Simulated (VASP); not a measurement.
# Al (P6_3/mmc) in VASP: a series of runs

The runs below take Al through single point, with PBE+D3(BJ).

Program: VASP 6.6.1. These are calculated values, not measurements. Logs are shortened: lines on timing, memory, paths and dates and some standing lists are left out, and cuts for length are marked.

## 1. The cell of the first run

It takes space group P6_3/mmc (No. 194, hexagonal). Conventional cell: a = 2.842 Å, b = 2.842 Å, c = 9.791 Å, α = 90.00°, β = 90.00°, γ = 120.00°. Within 3.7 Å of Al (site symmetry -3m) lie 12 Al at 2.84 to 2.95 Å. Al (site symmetry -6m2) has 12 Al at 2.84 to 2.95 Å within 3.7 Å.

This isn't the form of Al at room conditions, which is fcc.

## 2. Single point, PBE+D3(BJ) (17.12 Å³/atom)

Input file INCAR:

```
SYSTEM = Al
PREC = Accurate
ENCUT = 520
EDIFF = 1E-6
ISMEAR = 0
SIGMA = 0.15
LREAL = .False.
LASPH = .True.
NELM = 100
ALGO = Fast
ISIF = 2
LWAVE = .False.
LCHARG = .False.
GGA = PE
IVDW = 12
NBANDS = 14
```

Input file KPOINTS:

```
regular mesh
0
Gamma
  18 18 6
  0 0 0
```

Input file POSCAR:

```
Al
1.0
    2.8419660449      0.0000000000      0.0000000000
   -1.4209830224      2.4612147915      0.0000000000
    0.0000000000      0.0000000000      9.7908572212
Al
4
Direct
    0.0000000000      0.0000000000      0.0000000000
    0.3333333333      0.6666666667      0.2500000000
    0.0000000000      0.0000000000      0.5000000000
    0.6666666667      0.3333333333      0.7500000000
```

Potentials or basis: VASP PAW PBE potentials, release 64 (Al).

Launch:

```bash
cat potpaw_PBE.64/Al/POTCAR > POTCAR
mpirun -np 1 vasp_std > vasp.out
```

OUTCAR:

```text
SYSTEM = Al
   PREC = Accurate
   ENCUT = 520
   EDIFF = 1E-6
   ISMEAR = 0
   LREAL = .False.
   LASPH = .True.
   NELM = 100
   ISIF = 2
   GGA = PE
   IVDW = 12
 IVDW          = 12

 ion  position               nearest neighbor table
   1  0.000  0.000  0.000-   2 2.95   4 2.95   2 2.95   4 2.95   4 2.95   2 2.95
   2  0.333  0.667  0.250-   1 2.95   3 2.95   1 2.95   3 2.95   1 2.95   3 2.95
   3  0.000  0.000  0.500-   2 2.95   4 2.95   2 2.95   4 2.95   4 2.95   2 2.95
   4  0.667  0.333  0.750-   1 2.95   3 2.95   1 2.95   3 2.95   1 2.95   3 2.95

  LATTYP: Found a hexagonal cell.
 ALAT       =     2.8419660449
 C/A-ratio  =     3.4451000000

  Lattice vectors:

 A1 = (   2.8419660449,   0.0000000000,   0.0000000000)
 A2 = (  -1.4209830224,   2.4612147915,   0.0000000000)
 A3 = (   0.0000000000,   0.0000000000,   9.7908572212)

Analysis of symmetry for initial positions (statically):
=====================================================================
 Subroutine PRICEL returns:
 Original cell was already a primitive cell.

 Routine SETGRP: Setting up the symmetry group for a
 hexagonal supercell.

 Subroutine GETGRP returns: Found 24 space group operations
 (whereof 12 operations were pure point group operations)
 out of a pool of 24 trial point group operations.

The static configuration has the point symmetry D_3d.
 The point group associated with its full space group is D_6h.

Analysis of symmetry for dynamics (positions and initial velocities):
=====================================================================
 Subroutine PRICEL returns:
 Original cell was already a primitive cell.

 Routine SETGRP: Setting up the symmetry group for a
 hexagonal supercell.

 Subroutine GETGRP returns: Found 24 space group operations
 (whereof 12 operations were pure point group operations)
 out of a pool of 24 trial point group operations.

The dynamic configuration has the point symmetry D_3d.
 The point group associated with its full space group is D_6h.

 Subroutine INISYM returns: Found 24 space group operations
 (whereof 12 operations are pure point group operations),
 and found     1 'primitive' translations

----------------------------------------------------------------------------------------

                                     Primitive cell

  volume of cell :      68.4840

  direct lattice vectors                    reciprocal lattice vectors
     2.841966045  0.000000000  0.000000000     0.351869088  0.203151713  0.000000000
    -1.420983022  2.461214792  0.000000000     0.000000000  0.406303425  0.000000000
     0.000000000  0.000000000  9.790857221     0.000000000  0.000000000  0.102136103

  length of vectors
     2.841966045  2.841966045  9.790857221     0.406303425  0.406303425  0.102136103

  position of ions in fractional coordinates (direct lattice)
     0.000000000  0.000000000  0.000000000
     0.333333333  0.666666667  0.250000000
     0.000000000  0.000000000  0.500000000
     0.666666667  0.333333333  0.750000000

  ion indices of the primitive-cell ions
   primitive index   ion index
                 1           1
                 2           2
                 3           3
                 4           4

----------------------------------------------------------------------------------------

 KPOINTS: regular mesh

Automatic generation of k-mesh.
 Grid dimensions read from file:
 generate k-points for:   18   18    6

 Generating k-lattice:

  Cartesian coordinates                     Fractional coordinates (reciprocal lattice)
     0.019548283  0.011286206  0.000000000     0.055555556 -0.000000000  0.000000000
     0.000000000  0.022572413  0.000000000     0.000000000  0.055555556  0.000000000
     0.000000000  0.000000000  0.017022684     0.000000000  0.000000000  0.166666667

  Length of vectors
     0.022572413  0.022572413  0.017022684

  Shift w.r.t. Gamma in fractional coordinates (k-lattice)
     0.000000000  0.000000000  0.000000000

 Subroutine IBZKPT returns following result:
 ===========================================

 Found    148 irreducible k-points:

 Following reciprocal coordinates:
            Coordinates               Weight
  0.000000  0.000000  0.000000      1.000000
  0.055556  0.000000  0.000000      6.000000
  0.111111  0.000000  0.000000      6.000000
  0.166667  0.000000  0.000000      6.000000
  0.222222  0.000000  0.000000      6.000000
  0.277778  0.000000  0.000000      6.000000
[... 16 lines left out ...]
  0.333333  0.111111  0.000000     12.000000
  0.388889  0.111111  0.000000     12.000000
 [... further k-points ...]
   k-points           NKPTS =    148   k-points in BZ     NKDIM =    148   number of bands    NBANDS=     14
   number of dos      NEDOS =    301   number of ions     NIONS =      4
   total plane-waves  NPLWV =  46080
   dimension x,y,z NGX =    24 NGY =   24 NGZ =   80
   dimension x,y,z NGXF=    48 NGYF=   48 NGZF=  160
   ions per type =               4
   NGX,Y,Z   is equivalent  to a cutoff of  14.04, 14.04, 13.58 a.u.
   NGXF,Y,Z  is equivalent  to a cutoff of  28.08, 28.08, 27.17 a.u.
 SYSTEM =  Al
   PREC   = accura    normal or accurate (medium, high low for compatibility)
   ISTART =      0    job   : 0-new  1-cont  2-samecut
   ICHARG =      2    charge: 1-file 2-atom 10-const
   ISPIN  =      1    spin polarized calculation?
   LNONCOLLINEAR =      F non collinear calculations
   LSORBIT =      F    spin-orbit coupling
   LASPH  =      T    aspherical Exc in radial PAW
   ENCUT  =  520.0 eV  38.22 Ry    6.18 a.u.   5.28  5.28 18.20*2*pi/ulx,y,z
   NELM   =    100;   NELMIN=  2; NELMDL= -5     # of ELM steps
   EDIFF  = 0.1E-05   stopping-criterion for ELM
   LREAL  =      F    real-space projection
   EDIFFG = 0.1E-04   stopping-criterion for IOM
   NSW    =      0    number of steps for IOM
   IBRION =     -1    ionic relax: 0-MD 1-quasi-New 2-CG
   NFREE  =      0    steps in history (QN), initial steepest desc. (CG)
   ISIF   =      2    stress and relaxation
   ISYM   =      2    0-nonsym 1-usesym 2-fastsym
   POTIM  = 0.5000    time-step for ionic-motion
   TEBEG  =    0.0;   TEEND  =   0.0 temperature during run
   PSTRESS=    0.0 pullay stress
   NELECT =      12.0000    total number of electrons
   NUPDOWN=      -1.0000    fix difference up-down
   EMIN   =  10.00;   EMAX   =-10.00  energy-range for DOS
   EFERMI =   0.00;   METHOD = LEGACY
   ISMEAR =     0;   SIGMA  =   0.15  broadening in eV -4-tet -1-fermi 0-gaus
   EFERMI_NEDOS =   21; number of points for ismear=-14 and -15
   IALGO  =     68    algorithm
   IMIX   =      4    mixing-type and parameters
     AMIX     =   0.40;   BMIX     =  1.00
     AMIX_MAG =   1.60;   BMIX_MAG =  1.00
  volume/ion in A,a.u.               =      17.12       115.54
  Fermi-wavevector in a.u.,A,eV,Ry     =   0.916092  1.731162 11.418332  0.839224
  Thomas-Fermi vector in A             =   2.040908
   LORBIT       =      0    0 simple, 1 ext, 2 COOP (PROOUT), +10 PAW based schemes
   GGA     = PE    functional components
   LHFCALC =     F    Hartree Fock is set to
   AEXX    =    0.0000 exact exchange contribution
   IVDW    =    12    specifies the selected vdW correction
   LEPSILON=     F    determine dielectric tensor
   LRPA    =     F    only Hartree local field effects (RPA)
 non-spin polarized calculation
 RMM-DIIS sequential band-by-band and
 Gauss-broadening in eV      SIGMA  =   0.15
  energy-cutoff  :      520.00
  volume of cell :       68.48
 maximum number of plane-waves:      1863
 NGX is ok and might be reduce to    24
   NGX = 11   NGY = 11   NGZ = 37

 number of electron      12.0000000 magnetization

 Free energy of the ion-electron system (eV)
  ---------------------------------------------------
  ext. energy  EPLUGINS =         0.00000000
  ---------------------------------------------------
  free energy    TOTEN  =       -14.90400955 eV

  energy without entropy =      -14.88402509  energy(sigma->0) =      -14.89401732

 E-fermi :   7.6045     XC(G=0): -10.0627

 val. band max:        7.5885189801   @ k =   0.2778   0.2778   0.0000
 cond. band min:       7.6109412487   @ k =   0.3333   0.2778   0.0000
 fundamental gap:      0.0224222686
 Fermi energy:         7.6044525031

 k-point     1 :       0.0000    0.0000    0.0000
  band No.  band energies     occupation
      1      -3.2652      2.00000
      2      -1.7334      2.00000
      3      -1.7273      2.00000
      4       2.6518      2.00000
      5       2.9235      2.00000
      6      10.0404      0.00000
      7      10.0473      0.00000
      8      18.8155      0.00000
      9      18.8155      0.00000
     10      18.8269      0.00000
     11      18.9702      0.00000
     12      18.9702      0.00000
     13      19.8399      0.00000
     14      19.8845      0.00000

 k-point     2 :       0.0556    0.0000    0.0000
  band No.  band energies     occupation
      1      -3.1897      2.00000
      2      -1.6587      2.00000
      3      -1.6526      2.00000
      4       2.7259      2.00000
      5       2.9939      2.00000
      6      10.1054      0.00000
      7      10.1133      0.00000
      8      17.1543      0.00000
      9      17.7951      0.00000
     10      18.3014      0.00000
     11      18.4650      0.00000
     12      18.8023      0.00000
     13      19.0644      0.00000
     14      19.0834      0.00000
[... 343 lines left out ...]
      1       0.6042      2.00000
      2       2.0944      2.00000
      3       2.0966      2.00000
      4       5.5927      2.00000
      5       6.4976      2.00000
      6       6.5642      2.00000
      7       7.3871      1.95953
      8       7.4589      1.82997
      9      10.6732      0.00000
     10      11.6227      0.00000
     11      11.6909      0.00000
     12      12.2580      0.00000
     13      12.5609      0.00000
     14      13.9011      0.00000

 k-point    24 :       0.3889    0.1111    0.0000
  band No.  band energies     occupation
      1       1.6997      2.00000
      2       3.1647      2.00000
      3       3.1689      2.00000
      4       4.2751      2.00000
      5       5.7735      2.00000
      6       5.7853      2.00000
      7       7.6198      0.88479
      8       7.6903      0.41809
      9       9.8407      0.00000
     10      10.2190      0.00000
     11      11.0458      0.00000
     12      12.1113      0.00000
     13      12.3156      0.00000
     14      14.7532      0.00000

 [... further k-points ...]

------------------------ aborting loop because EDIFF is reached ----------------------------------------

 Edisp (eV)   -1.29493

 E8    (eV) :    -0.5788

  FORCE on cell =-STRESS in cart. coord.  units (eV):
  Direction    XX          YY          ZZ          XY          YZ          ZX
  --------------------------------------------------------------------------------------
  -------------------------------------------------------------------------------------
  Total      -1.94082    -1.94082    -2.90382    -0.00000     0.00000     0.00000
  in kB     -45.40537   -45.40537   -67.93452    -0.00000     0.00000     0.00000
  external pressure =      -52.92 kB  Pullay stress =        0.00 kB

 VOLUME and BASIS-vectors are now :
 -----------------------------------------------------------------------------
  energy-cutoff  :      520.00
  volume of cell :       68.48
      direct lattice vectors                 reciprocal lattice vectors
     2.841966045  0.000000000  0.000000000     0.351869088  0.203151713  0.000000000
    -1.420983022  2.461214792  0.000000000     0.000000000  0.406303425  0.000000000
     0.000000000  0.000000000  9.790857221     0.000000000  0.000000000  0.102136103

 POSITION                                       TOTAL-FORCE (eV/Angst)
 -----------------------------------------------------------------------------------
      0.00000      0.00000      0.00000        -0.000000      0.000000      0.000000
     -0.00000      1.64081      2.44771         0.000000     -0.000000      0.000000
      0.00000      0.00000      4.89543        -0.000000      0.000000      0.000000
      1.42098      0.82040      7.34314        -0.000000      0.000000     -0.000000
 -----------------------------------------------------------------------------------
    total drift:                               -0.000000      0.000000      0.000000

  FREE ENERGIE OF THE ION-ELECTRON SYSTEM (eV)
  ---------------------------------------------------
  free  energy   TOTEN  =       -16.1989386854 eV

  energy  without entropy=      -16.1789542288  energy(sigma->0) =      -16.18894646
```

Run time: 2.8 min. Hardware: 1 thread of Intel Xeon 8259CL, shared host; peak memory 0.27 GiB.

Results:

| Property | Result |
| --- | --- |
| Free energy | -16.1989 eV |
| Pressure | -5.3 GPa |
| Band gap on the k mesh | zero (bands 6 and 7 overlap by 4.52 eV) |
| Dispersion energy per atom | -0.324 eV |

Caveat: the cell stands under tension.

## 3. Single point, PBE+D3(BJ) (17.12 Å³/atom)

Input file INCAR:

```
SYSTEM = Al
PREC = Accurate
ENCUT = 520
EDIFF = 1E-6
ISMEAR = 0
SIGMA = 0.15
LREAL = .False.
LASPH = .True.
NELM = 80
ALGO = Fast
ISIF = 2
LWAVE = .False.
LCHARG = .True.
GGA = PE
IVDW = 12
LELF = .True.
LVHAR = .True.
NBANDS = 14
```

KPOINTS is that of step 2.

Input file POSCAR:

```
Al
1.0
    2.8725005783      0.0000000000      0.0000000000
   -1.4362502891      2.4876584732      0.0000000000
    0.0000000000      0.0000000000      9.5838109294
Al
4
Direct
    0.0000000000      0.0000000000      0.0000000000
    0.3333333333      0.6666666667      0.2500000000
    0.0000000000      0.0000000000      0.5000000000
    0.6666666667      0.3333333333      0.7500000000
```

Potentials or basis: VASP PAW PBE potentials, release 64 (Al).

Launch:

```bash
cat potpaw_PBE.64/Al/POTCAR > POTCAR
mpirun -np 1 vasp_std > vasp.out
```

Run time: 3.1 min. Hardware: 1 thread of Intel Xeon 8259CL, shared host; peak memory 0.26 GiB.

It converged, with:

| Property | Result |
| --- | --- |
| Free energy | -16.2167 eV |
| Pressure | -5.5 GPa |
| Band gap on the k mesh | zero (bands 6 and 7 overlap by 5.06 eV) |
| Dispersion energy per atom | -0.324 eV |

Stress tensor (GPa, compression positive):
```
-5.12  0.00  0.00
 0.00 -5.12  0.00
 0.00  0.00 -6.39
```

Levels at points of the mesh, in eV from the Fermi level:
| k point | band 2 | band 3 | band 4 | band 5 | band 6 | band 7 | band 8 | band 9 | band 10 | band 11 |
| --- | --- | --- | --- | --- | --- | --- | --- | --- | --- | --- |
| (0.00, 0.00, 0.00) | -9.28 | -9.27 | -4.59 | -4.55 | 2.98 | 2.99 | 10.70 | 10.70 | 10.91 | 10.91 |
| (0.50, 0.00, 0.00) | -4.97 | -3.77 | -3.70 | -3.25 | -3.15 | 0.84 | 1.05 | 1.31 | 1.37 | 5.68 |
| (0.00, 0.00, 0.50) | -10.48 | -7.30 | -7.30 | -1.12 | -1.12 | 7.64 | 7.64 | 11.00 | 11.00 | 11.00 |
| (0.50, 0.00, 0.50) | -4.70 | -4.59 | -4.59 | -1.82 | -1.82 | -1.20 | -1.20 | 4.24 | 4.24 | 4.54 |

Caveat: the cell stands under tension.

## 4. Single point, PBE+D3(BJ) (17.12 Å³/atom)

Input file INCAR:

```
SYSTEM = Al
ALGO = Fast
EDIFF = 1E-6
ENCUT = 520
GGA = PE
ISIF = 2
ISMEAR = 0
IVDW = 12
LASPH = .True.
LCHARG = .False.
LREAL = .False.
LWAVE = .False.
NBANDS = 14
NELM = 60
PREC = Accurate
SIGMA = 0.15
```

Input file KPOINTS:

```
k-points
0
Gamma
  18 18 6
  0 0 0
```

Input file POSCAR:

```
Al
1.0
    2.8571965634      0.0000000000      0.0000000000
   -1.4285982817      2.4744048075      0.0000000000
    0.0000000000      0.0000000000      9.6867535088
Al
4
Direct
    0.0000000000      0.0000000000      0.0000000000
    0.3333333333      0.6666666667      0.2500000000
    0.0000000000      0.0000000000      0.5000000000
    0.6666666667      0.3333333333      0.7500000000
```

Launch:

```bash
cat potpaw_PBE.64/Al/POTCAR > POTCAR
mpirun -np 1 vasp_std > vasp.out
```

It took 3.1 min on 1 thread of Intel Xeon 8259CL, shared host; peak memory 0.27 GiB.

Results (log left out):

| Property | Result |
| --- | --- |
| Free energy | -16.2086 eV |
| Pressure | -5.4 GPa |
| Band gap on the k mesh | zero (bands 6 and 7 overlap by 4.79 eV) |
| Dispersion energy per atom | -0.324 eV |

Stress tensor (GPa, compression positive):
```
-4.76  0.00  0.00
 0.00 -4.76  0.00
 0.00  0.00 -6.81
```

Levels at points of the mesh, in eV from the Fermi level:
| k point | band 2 | band 3 | band 4 | band 5 | band 6 | band 7 | band 8 | band 9 | band 10 | band 11 |
| --- | --- | --- | --- | --- | --- | --- | --- | --- | --- | --- |
| (0.00, 0.00, 0.00) | -9.31 | -9.31 | -4.77 | -4.62 | 2.70 | 2.71 | 10.95 | 10.95 | 11.13 | 11.13 |
| (0.50, 0.00, 0.00) | -4.92 | -3.74 | -3.68 | -3.20 | -3.12 | 0.84 | 0.92 | 1.26 | 1.30 | 5.87 |
| (0.00, 0.00, 0.50) | -10.48 | -7.37 | -7.37 | -1.32 | -1.32 | 7.29 | 7.29 | 11.25 | 11.25 | 11.25 |
| (0.50, 0.00, 0.50) | -4.63 | -4.55 | -4.55 | -1.82 | -1.82 | -1.21 | -1.21 | 4.10 | 4.10 | 4.44 |

Caveat: the cell stands under tension.

## 5. Overview

| cell | gap on the mesh (eV) | pressure (GPa) |
| --- | --- | --- |
| a = 2.842, b = 2.842, c = 9.791 Å, angles 90.0, 90.0, 120.0°, 4 atoms | none | -5.3 |
| a = 2.873, b = 2.873, c = 9.584 Å, angles 90.0, 90.0, 120.0°, 4 atoms | none | -5.5 |
| a = 2.857, b = 2.857, c = 9.687 Å, angles 90.0, 90.0, 120.0°, 4 atoms | none | -5.4 |

Alike in all rows: task single point; level PBE+D3(BJ); potentials or basis VASP PAW PBE potentials, release 64 (Al); no spin polarisation; k mesh 18 × 18 × 6; cutoff (eV) 520; smearing gaussian 0.15 eV.

Caveats: the cell stands under tension.

Total energies depend on the potentials used, so only differences within one code and one set of settings carry meaning.

The gap in the log of VASP goes by the Fermi energy; the results here count the filled bands.